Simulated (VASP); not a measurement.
Write the native input for VASP 6.6.1 that does the following.

- Task: single point
- Functional: r2SCAN
- Potentials or basis: VASP PAW PBE potentials, release 64 (Al, N)
- Cutoff: 520 eV
- k mesh: 9 × 9 × 6, shifted
- Occupations: gaussian, width 0.02 eV
- Spin: no spin polarisation
- Dipole correction: no
- Further INCAR settings: ALGO = Normal; EDIFF = 1e-06; NBANDS = 16; ISYM = 0

Crystal: AlN.

```
Al N
1.0
     3.18310    0.00000    0.00000
    -1.59155    2.75664    0.00000
     0.00000    0.00000    4.90664
Al N
2 2
Direct
  0.33333 0.66667 0.49582
  0.66667 0.33333 0.99582
  0.33333 0.66667 0.88418
  0.66667 0.33333 0.38418
```

The input as run:

POSCAR

```
AlN
1.0
    3.1830969030      0.0000000000      0.0000000000
   -1.5915484515      2.7566427807      0.0000000000
    0.0000000000      0.0000000000      4.9066377090
Al N
2 2
Direct
    0.3333333333      0.6666666667      0.4958239769
    0.6666666667      0.3333333333      0.9958239769
    0.3333333333      0.6666666667      0.8841760231
    0.6666666667      0.3333333333      0.3841760231
```

INCAR.step1

```
  PREC = Accurate
  ENCUT = 520
  ISMEAR = 0
  SIGMA = 0.02
  LREAL = F
  LASPH = T
  NELM = 80
  ISYM = 0
  NBANDS = 16
  GGA = PE
  ALGO = Normal
  EDIFF = 1E-4
  LWAVE = T
  LCHARG = F
```

INCAR.step2

```
  PREC = Accurate
  ENCUT = 520
  EDIFF = 1E-6
  ISMEAR = 0
  SIGMA = 0.02
  LREAL = F
  LASPH = T
  NELM = 80
  ALGO = Normal
  ISIF = 2
  LWAVE = F
  LCHARG = F
  METAGGA = R2SCAN
  LMIXTAU = T
  ISYM = 0
  NBANDS = 16
  ISTART = 1
```

KPOINTS

```
Automatic mesh
0
Gamma
  9 9 6
  0.5 0.5 0.5
```

Potentials or basis: VASP PAW PBE potentials, release 64 (Al, N).

Launch:

```sh
$ cat potpaw_PBE.64/Al/POTCAR potpaw_PBE.64/N/POTCAR > POTCAR
$ cp INCAR.step1 INCAR
$ mpirun -np 1 vasp_std > vasp.out
$ cp INCAR.step2 INCAR
$ mpirun -np 1 vasp_std > vasp.out
```

Results of the run:

```json
{
  "Pressure": "-7.6 GPa",
  "Band gap on the k mesh": "4.86 eV"
}
```

Caveat: the stress differs along the axes, from -11 to -0 GPa; the PAW data sets were made with another functional, which shifts forces and pressure a little; a shifted mesh leaves out Γ, where band edges can lie.

It took 24 min on 1 thread of Intel Xeon 8259CL, with other jobs on the host, peak memory 0.49 GiB.
